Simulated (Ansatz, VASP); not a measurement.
## K in VASP and in Ansatz

```
K
1.0
     7.40873    0.00000    0.00000
    -3.70436    6.41614    0.00000
     0.00000    0.00000    4.41266
K
3
Direct
  0.00000 0.00000 0.00000
  0.33333 0.66667 0.50000
  0.66667 0.33333 0.50000
```

Alike in both runs: task single point; functional LDA; k mesh 6 × 6 × 8; occupations fermi-dirac, width 0.1 eV; no spin polarisation.

|  | VASP | Ansatz |
| --- | --- | --- |
| version | VASP 6.6.1 | Ansatz 0.2.0 |
| potentials or method | VASP PAW LDA potentials, release 64 (K_sv), cutoff 520 eV | plane waves (420 eV) with PAW, scalar-relativistic |
| valence electrons in the cell | 27 | 27 |

```tsv
	VASP	Ansatz	Ansatz less VASP
pressure (GPa)	-0.3	-0.3	+0.02
```

Ansatz warns that its potentials were made for another functional, while VASP's fit it. LDA's correlation is that of Perdew and Zunger in VASP and of Perdew and Wang (1992) in Ansatz.
